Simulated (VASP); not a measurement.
A run of VASP 6.6.1:

The input INCAR:

```
SYSTEM = CsPbCl3
  PREC = Accurate
  ENCUT = 520
  EDIFF = 1E-6
  ISMEAR = 1
  SIGMA = 0.1
  LREAL = .FALSE.
  LASPH = .TRUE.
  NELM = 60
  ALGO = Normal
  ISIF = 2
  LWAVE = .FALSE.
  LCHARG = .FALSE.
  GGA = PE
  NBANDS = 30
```

KPOINTS

```
Automatic mesh
0
G
  3 3 3
  0 0 0
```

Contents of POSCAR:

```
CsPbCl3
1.0
    5.6050000000      0.0000000000      0.0000000000
    0.0000000000      5.6050000000      0.0000000000
    0.0000000000      0.0000000000      6.1050000000
Cs Pb Cl
1 1 3
Direct
    0.0000000000      0.0000000000      0.0000000000
    0.5000000000      0.5000000000      0.4590499590
    0.5000000000      0.5000000000      0.0000000000
    0.0000000000      0.5000000000      0.4590499590
    0.5000000000      0.0000000000      0.4590499590
```

Potentials or basis: VASP PAW PBE potentials, release 64 (Cs_sv, Pb_d, Cl).

The run is started by

```bash
$ cat potpaw_PBE.64/Cs_sv/POTCAR potpaw_PBE.64/Pb_d/POTCAR potpaw_PBE.64/Cl/POTCAR > POTCAR
$ mpirun -np 1 vasp_std > vasp.out
```

Hardware: 1 thread of Intel(R) Xeon(R) Platinum 8175M CPU @ 2.50GHz (Skylake/Cascade Lake) (shared host).

Problem. How long does it take, and how much memory?

Solution. Run time: 63 s on 1 thread of Intel(R) Xeon(R) Platinum 8175M CPU @ 2.50GHz (Skylake/Cascade Lake) (shared host), peak memory 0.27 GiB. Counts: scf iterations 13, k points 6.
